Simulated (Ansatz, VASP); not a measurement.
One calculation of Rh, two programs

The input INCAR:

```
ALGO = Normal ; EDIFF = 1E-6
EDIFFG = -0.01 ; ENCUT = 600
GGA = RP ; IBRION = 2
ISIF = 3 ; ISMEAR = -1
LASPH = True ; LCHARG = False
LREAL = False ; LWAVE = False
NELM = 60 ; NSW = 80
PREC = Accurate ; SIGMA = 0.1
```

Contents of KPOINTS:

```
k-points
0
Gamma
  13 13 4
```

The input POSCAR:

```
Rh
1.0
    2.6891940459      0.0000000000      0.0000000000
   -1.3445970229      2.3289103594      0.0000000000
    0.0000000000      0.0000000000      8.7829077538
Rh
4
Direct
    0.0000000000      0.0000000000      0.0000000000
    0.0000000000      0.0000000000      0.5000000000
    0.3333333333      0.6666666667      0.2500000000
    0.6666666667      0.3333333333      0.7500000000
```

Input for Ansatz:

```yaml
crystal:
  lattice:
    - [2.6891940459, 0.0, 0.0]
    - [-1.3445970229, 2.3289103594, 0.0]
    - [0.0, 0.0, 8.7829077538]
  atoms:
    - { symbol: Rh, position: [0.0, 0.0, 0.0] }
    - { symbol: Rh, position: [0.0, 0.0, 0.5] }
    - { symbol: Rh, position: [0.3333333333, 0.6666666667, 0.25] }
    - { symbol: Rh, position: [0.6666666667, 0.3333333333, 0.75] }
hamiltonian:
  xc: rpbe
  pseudopotentials:
    kind: paw
    azcp:
      Rh: "pseudopotentials/Rh.paw.azcp"
basis:
  ecutwfc: 420
  fft_grid_basis: typed
kpoints:
  mp_grid: { grid: [13, 13, 4], shift: [0, 0, 0] }
magnetization:
  spin_polarized: false
scf:
  occupations: { method: fermi_dirac, width: 0.1 }
relax:
  max_steps: 60
  f_tol: 0.01
  cell: {}
output:
  write_density: true
  write_potential: true
  elf: true
  volumetric_format: npy
```

Alike in both runs: task relaxation of cell and atoms; functional RPBE; k mesh 13 × 13 × 4; occupations fermi-dirac, width 0.1 eV; no spin polarisation.

|  | VASP | Ansatz |
| --- | --- | --- |
| version | VASP 6.6.1 | Ansatz 0.2.0 |
| potentials or method | VASP PAW PBE potentials, release 64 (Rh_pv), cutoff 600 eV | plane waves (420 eV) with PAW, scalar-relativistic |
| valence electrons in the cell | 60 | 68 |

```tsv
	VASP	Ansatz	Ansatz less VASP
relaxed volume (Å³/atom)	14.36	14.36	+0.002
relaxed cell length with the largest relative difference (Å)	8.901	8.901	+0.0005
```

VASP's potentials were made for PBE, not for RPBE. VASP's potentials hold 60 valence electrons a cell and Ansatz's 68, so a difference there can come from the potentials and not from the codes.
